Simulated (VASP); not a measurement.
# CdSe (zincblende type) (F-43m) in VASP: further runs

Runs on CdSe (zincblende type). Level: LDA. Tasks: single point, relaxation of cell and atoms.

All numbers are computed with VASP 6.6.1; they aren't measurements. Logs are shortened: lines on timing, memory, paths and dates and some standing lists are left out, and cuts for length are marked.

### 1 The cell of the first run

The structure is cubic, space group F-43m (No. 216). Conventional cell: a = 5.386 Å, b = 5.386 Å, c = 5.386 Å, α = 90.00°, β = 90.00°, γ = 90.00°. Within 3.1 Å of Cd (site symmetry -43m) lie 4 Se at 2.33 Å. Se (site symmetry -43m) has 4 Cd at 2.33 Å within 3.1 Å.

### 2 Single point, LDA (volume scaled by 0.72, source ansatz)

The input, INCAR:

```
ALGO = Normal
EDIFF = 1E-7
ENCUT = 520
GGA = CA
ISIF = 2
ISMEAR = -1
LASPH = True
LCHARG = False
LREAL = False
LWAVE = False
NBANDS = 16
NELM = 100
PREC = Accurate
SIGMA = 0.05
```

The input, KPOINTS:

```
k-points
0
Gamma
  11 11 11
```

The input, POSCAR:

```
CdSe
1.0
    0.0000000000      2.6927663868      2.6927663868
    2.6927663868      0.0000000000      2.6927663868
    2.6927663868      2.6927663868      0.0000000000
Cd Se
1 1
Direct
    0.0000000000      0.0000000000      0.0000000000
    0.2500000000      0.2500000000      0.2500000000
```

Potentials or basis: VASP PAW LDA potentials, release 64 (Cd, Se).

The run is started by

```sh
cat potpaw_LDA.64/Cd/POTCAR potpaw_LDA.64/Se/POTCAR > POTCAR
mpirun -np 1 vasp_std > vasp.out
```

OUTCAR:

```text
EDIFF = 1E-7
   ENCUT = 520
   GGA = CA
   ISIF = 2
   ISMEAR = -1
   LASPH = True
   LREAL = False
   NELM = 100
   PREC = Accurate

 ion  position               nearest neighbor table
   1  0.000  0.000  0.000-   2 2.33   2 2.33   2 2.33   2 2.33
   2  0.250  0.250  0.250-   1 2.33   1 2.33   1 2.33   1 2.33

  LATTYP: Found a face centered cubic cell.
 ALAT       =     5.3855327736

  Lattice vectors:

 A1 = (   0.0000000000,   2.6927663868,   2.6927663868)
 A2 = (   2.6927663868,   0.0000000000,   2.6927663868)
 A3 = (   2.6927663868,   2.6927663868,   0.0000000000)

Analysis of symmetry for initial positions (statically):
=====================================================================
 Subroutine PRICEL returns:
 Original cell was already a primitive cell.

 Routine SETGRP: Setting up the symmetry group for a
 face centered cubic supercell.

 Subroutine GETGRP returns: Found 24 space group operations
 (whereof 24 operations were pure point group operations)
 out of a pool of 48 trial point group operations.

The static configuration has the point symmetry T_d .

Analysis of symmetry for dynamics (positions and initial velocities):
=====================================================================
 Subroutine PRICEL returns:
 Original cell was already a primitive cell.

 Routine SETGRP: Setting up the symmetry group for a
 face centered cubic supercell.

 Subroutine GETGRP returns: Found 24 space group operations
 (whereof 24 operations were pure point group operations)
 out of a pool of 48 trial point group operations.

The dynamic configuration has the point symmetry T_d .

 Subroutine INISYM returns: Found 24 space group operations
 (whereof 24 operations are pure point group operations),
 and found     1 'primitive' translations

----------------------------------------------------------------------------------------

                                     Primitive cell

  volume of cell :      39.0504

  direct lattice vectors                    reciprocal lattice vectors
     0.000000000  2.692766387  2.692766387    -0.185682651  0.185682651  0.185682651
     2.692766387  0.000000000  2.692766387     0.185682651 -0.185682651  0.185682651
     2.692766387  2.692766387  0.000000000     0.185682651  0.185682651 -0.185682651

  length of vectors
     3.808146745  3.808146745  3.808146745     0.321611785  0.321611785  0.321611785

  position of ions in fractional coordinates (direct lattice)
     0.000000000  0.000000000  0.000000000
     0.250000000  0.250000000  0.250000000

  ion indices of the primitive-cell ions
   primitive index   ion index
                 1           1
                 2           2

----------------------------------------------------------------------------------------

 KPOINTS: k-points

Automatic generation of k-mesh.
 Grid dimensions read from file:
 generate k-points for:   11   11   11

 Generating k-lattice:

  Cartesian coordinates                     Fractional coordinates (reciprocal lattice)
    -0.016880241  0.016880241  0.016880241     0.090909091  0.000000000  0.000000000
     0.016880241 -0.016880241  0.016880241     0.000000000  0.090909091  0.000000000
     0.016880241  0.016880241 -0.016880241     0.000000000  0.000000000  0.090909091

  Length of vectors
     0.029237435  0.029237435  0.029237435

  Shift w.r.t. Gamma in fractional coordinates (k-lattice)
     0.000000000  0.000000000  0.000000000

 Subroutine IBZKPT returns following result:
 ===========================================

 Found     56 irreducible k-points:

 Following reciprocal coordinates:
            Coordinates               Weight
  0.000000  0.000000  0.000000      1.000000
  0.090909  0.000000  0.000000      8.000000
  0.181818  0.000000  0.000000      8.000000
  0.272727  0.000000  0.000000      8.000000
  0.363636  0.000000  0.000000      8.000000
  0.454545  0.000000  0.000000      8.000000
[... 16 lines left out ...]
 -0.272727  0.181818  0.000000     24.000000
 -0.181818  0.181818  0.000000     12.000000
 [... further k-points ...]
   k-points           NKPTS =     56   k-points in BZ     NKDIM =     56   number of bands    NBANDS=     16
   number of dos      NEDOS =    301   number of ions     NIONS =      2
   total plane-waves  NPLWV =  21952
   dimension x,y,z NGX =    28 NGY =   28 NGZ =   28
   dimension x,y,z NGXF=    56 NGYF=   56 NGZF=   56
   ions per type =               1   1
   NGX,Y,Z   is equivalent  to a cutoff of  12.22, 12.22, 12.22 a.u.
   NGXF,Y,Z  is equivalent  to a cutoff of  24.45, 24.45, 24.45 a.u.
 SYSTEM =  unknown system
   PREC   = accura    normal or accurate (medium, high low for compatibility)
   ISTART =      0    job   : 0-new  1-cont  2-samecut
   ICHARG =      2    charge: 1-file 2-atom 10-const
   ISPIN  =      1    spin polarized calculation?
   LNONCOLLINEAR =      F non collinear calculations
   LSORBIT =      F    spin-orbit coupling
   LASPH  =      T    aspherical Exc in radial PAW
   ENCUT  =  520.0 eV  38.22 Ry    6.18 a.u.   7.08  7.08  7.08*2*pi/ulx,y,z
   NELM   =    100;   NELMIN=  2; NELMDL= -5     # of ELM steps
   EDIFF  = 0.1E-06   stopping-criterion for ELM
   LREAL  =      F    real-space projection
   EDIFFG = 0.1E-05   stopping-criterion for IOM
   NSW    =      0    number of steps for IOM
   IBRION =     -1    ionic relax: 0-MD 1-quasi-New 2-CG
   NFREE  =      0    steps in history (QN), initial steepest desc. (CG)
   ISIF   =      2    stress and relaxation
   ISYM   =      2    0-nonsym 1-usesym 2-fastsym
   POTIM  = 0.5000    time-step for ionic-motion
   TEBEG  =    0.0;   TEEND  =   0.0 temperature during run
   PSTRESS=    0.0 pullay stress
   NELECT =      18.0000    total number of electrons
   NUPDOWN=      -1.0000    fix difference up-down
   EMIN   =  10.00;   EMAX   =-10.00  energy-range for DOS
   EFERMI =   0.00;   METHOD = LEGACY
   ISMEAR =    -1;   SIGMA  =   0.05  broadening in eV -4-tet -1-fermi 0-gaus
   EFERMI_NEDOS =   21; number of points for ismear=-14 and -15
   IALGO  =     38    algorithm
   IMIX   =      4    mixing-type and parameters
     AMIX     =   0.40;   BMIX     =  1.00
     AMIX_MAG =   1.60;   BMIX_MAG =  1.00
  volume/ion in A,a.u.               =      19.53       131.76
  Fermi-wavevector in a.u.,A,eV,Ry     =   1.264611  2.389768 21.758998  1.599241
  Thomas-Fermi vector in A             =   2.397907
   LORBIT       =      0    0 simple, 1 ext, 2 COOP (PROOUT), +10 PAW based schemes
   GGA     = CA    functional components
   LHFCALC =     F    Hartree Fock is set to
   AEXX    =    0.0000 exact exchange contribution
   IVDW    =     0    specifies the selected vdW correction
   LEPSILON=     F    determine dielectric tensor
   LRPA    =     F    only Hartree local field effects (RPA)
 non-spin polarized calculation
  energy-cutoff  :      520.00
  volume of cell :       39.05
 maximum number of plane-waves:      1067
   NGX = 15   NGY = 15   NGZ = 15

 number of electron      18.0000007 magnetization

 Free energy of the ion-electron system (eV)
  ---------------------------------------------------
  ext. energy  EPLUGINS =         0.00000000
  ---------------------------------------------------
  free energy    TOTEN  =        -5.24322782 eV

  energy without entropy =       -5.24322770  energy(sigma->0) =       -5.24322776

 E-fermi :   5.2222     XC(G=0): -11.0079

 val. band max:        4.6675722070   @ k =   0.0000   0.0000   0.0000
 cond. band min:       5.7046344934   @ k =   0.0000   0.0000   0.0000
 fundamental gap:      1.0370622863
 Fermi energy:         5.2221929064

 k-point     1 :       0.0000    0.0000    0.0000
  band No.  band energies     occupation
      1     -10.8635      2.00000
      2      -5.4502      2.00000
      3      -5.4502      2.00000
      4      -5.4502      2.00000
      5      -4.5253      2.00000
      6      -4.5253      2.00000
[... 8 lines left out ...]
     15      16.5344      0.00000
     16      16.5344      0.00000

 k-point     2 :       0.0909    0.0000    0.0000
  band No.  band energies     occupation
      1     -10.8019      2.00000
      2      -5.4278      2.00000
      3      -5.4278      2.00000
      4      -5.4262      2.00000
      5      -4.5284      2.00000
      6      -4.5284      2.00000
[... 8 lines left out ...]
     15      15.5665      0.00000
     16      15.8004      0.00000

 k-point     3 :       0.1818    0.0000    0.0000
  band No.  band energies     occupation
      1     -10.6342      2.00000
      2      -5.3707      2.00000
      3      -5.3707      2.00000
      4      -5.3292      2.00000
      5      -4.5313      2.00000
      6      -4.5313      2.00000
[... 8 lines left out ...]
     15      14.9382      0.00000
     16      15.3818      0.00000

 k-point     4 :       0.2727    0.0000    0.0000
  band No.  band energies     occupation
      1     -10.4103      2.00000
      2      -5.3051      2.00000
      3      -5.3051      2.00000
      4      -5.0935      2.00000
      5      -4.5205      2.00000
      6      -4.5205      2.00000
[... 8 lines left out ...]
     15      15.1297      0.00000
     16      15.1297      0.00000
[... 324 lines left out ...]
 k-point    22 :      -0.3636    0.1818    0.0000
  band No.  band energies     occupation
      1     -10.0122      2.00000
      2      -5.2031      2.00000
      3      -5.1363      2.00000
      4      -4.5924      2.00000
      5      -4.5195      2.00000
      6      -3.9768      2.00000
[... 8 lines left out ...]
     15      16.3083      0.00000
     16      17.5876      0.00000

 k-point    23 :      -0.2727    0.1818    0.0000
  band No.  band energies     occupation
      1     -10.1473      2.00000
      2      -5.2134      2.00000
      3      -5.1941      2.00000
      4      -4.7803      2.00000
      5      -4.5656      2.00000
      6      -4.3391      2.00000
[... 8 lines left out ...]
     15      17.1815      0.00000
     16      18.3853      0.00000

 k-point    24 :      -0.1818    0.1818    0.0000
  band No.  band energies     occupation
      1     -10.3364      2.00000
      2      -5.2717      2.00000
      3      -5.2524      2.00000
      4      -5.0724      2.00000
      5      -4.5784      2.00000
      6      -4.4464      2.00000
[... 8 lines left out ...]
     15      16.7132      0.00000
     16      17.9668      0.00000

 [... further k-points ...]

------------------------ aborting loop because EDIFF is reached ----------------------------------------

  FORCE on cell =-STRESS in cart. coord.  units (eV):
  Direction    XX          YY          ZZ          XY          YZ          ZX
  --------------------------------------------------------------------------------------
  -------------------------------------------------------------------------------------
  Total       10.4558760     10.4558760     10.4558760      0.0000000     -0.0000000      0.0000000
  in kB      428.9878382    428.9878382    428.9878382      0.0000000     -0.0000000      0.0000000
  external PRESSURE =     428.9878382 kB  Pullay stress =       0.0000000 kB

 VOLUME and BASIS-vectors are now :
 -----------------------------------------------------------------------------
  energy-cutoff  :      520.00
  volume of cell :       39.05
      direct lattice vectors                 reciprocal lattice vectors
     0.000000000  2.692766387  2.692766387    -0.185682651  0.185682651  0.185682651
     2.692766387  0.000000000  2.692766387     0.185682651 -0.185682651  0.185682651
     2.692766387  2.692766387  0.000000000     0.185682651  0.185682651 -0.185682651

 POSITION                                       TOTAL-FORCE (eV/Angst)
 -----------------------------------------------------------------------------------
      0.00000      0.00000      0.00000        -0.000000     -0.000000     -0.000000
      1.34638      1.34638      1.34638         0.000000      0.000000      0.000000
 -----------------------------------------------------------------------------------
    total drift:                               -0.000000     -0.000000     -0.000000

  FREE ENERGIE OF THE ION-ELECTRON SYSTEM (eV)
  ---------------------------------------------------
  free  energy   TOTEN  =        -5.2432278190 eV

  energy  without entropy=       -5.2432277045  energy(sigma->0) =       -5.24322776
```

Run time: 12 s. Hardware: 1 thread of Intel Xeon 6975P-C (Granite Rapids), shared host; peak memory 0.16 GiB.

Results:

- Free energy: -5.2432 eV
- Pressure: 42.9 GPa
- Band gap on the k mesh: 1.04 eV, direct

[end of part 1 of 3]
